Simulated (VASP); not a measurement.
B:

```
CELL_PARAMETERS angstrom
2.77081 0.00000 0.00000
-1.38541 2.39959 0.00000
0.00000 0.00000 4.88396
ATOMIC_POSITIONS crystal
B 0.00000 0.00000 0.16902
B 0.00000 0.00000 0.83098
```

- Program: VASP 6.6.1
- Task: relaxation of cell and atoms
- Functional: PBE
- Potentials or basis: VASP PAW PBE potentials, release 64 (B_h)
- Cutoff: 910 eV
- k mesh: 6 × 6 × 4
- Occupations: gaussian, width 0.1 eV
- Spin: no spin polarisation

At the start: pressure -16.6 GPa; volume 16.24 Å³/atom.

Problem. Where does the relaxation end?

Solution. Over 23 steps the energy falls by 2000.9 meV/atom and the volume is 8.44 Å³/atom (-48.0 %); space group P6/mmm (No. 191, to 0.05 Å).

The path:
```
step  energy change (eV)  largest force (eV/Å)  pressure (GPa)  volume (Å³)
   1              0.0000                0.3329          -16.61        32.47
   2             -1.4022                0.8821          -25.28        25.09
   3             -3.7319                0.4548          -10.57        16.28
   4             34.3685               11.7367         2572.65         4.62
   5             -3.7856                0.4993           -6.37        15.88
   6             -3.8596                0.7578            7.16        14.68
   7             -3.8631                1.0923           10.09        14.40
   8             -3.8633                0.5150            9.59        14.21
   9             -3.9347                0.1163            4.75        14.34
  10             -3.9351                0.1106            4.72        14.34
  11             -3.8993                0.0692            5.57        14.28
  12             -3.9290                0.4536            5.29        14.32
  13             -3.9350                0.1509            4.71        14.33
  14             -3.9447                0.3101           -1.86        14.88
  15             -3.9448                0.3362           -2.35        14.92
  16             -3.9543                0.3774           -1.71        15.07
  17             -3.9840                0.4103            0.58        15.51
  18             -3.9557                1.2837            5.72        16.39
  19             -3.9936                0.1321            2.18        15.79
  20             -3.9982                0.0673           -0.78        16.28
  21             -3.9984                0.1143           -1.46        16.41
  22             -4.0009                0.0650           -0.49        16.67
  23             -4.0018                0.0185            0.29        16.88
```

Final structure:
```
B
1.0
     1.87365    0.00000    0.00000
    -0.93683    1.62263    0.00000
     0.00000    0.00000    5.55154
B
2
Direct
  0.00000 0.00000 0.15779
  0.00000 0.00000 0.84221
```

Caveat: the k points lie up to 0.65 Å⁻¹ apart in the final cell; the volume moved by over 15 % at a fixed basis, so the end points are rough; this functional lacks dispersion, which binds the layers, so the pressure and a relaxed spacing across them are unreliable.
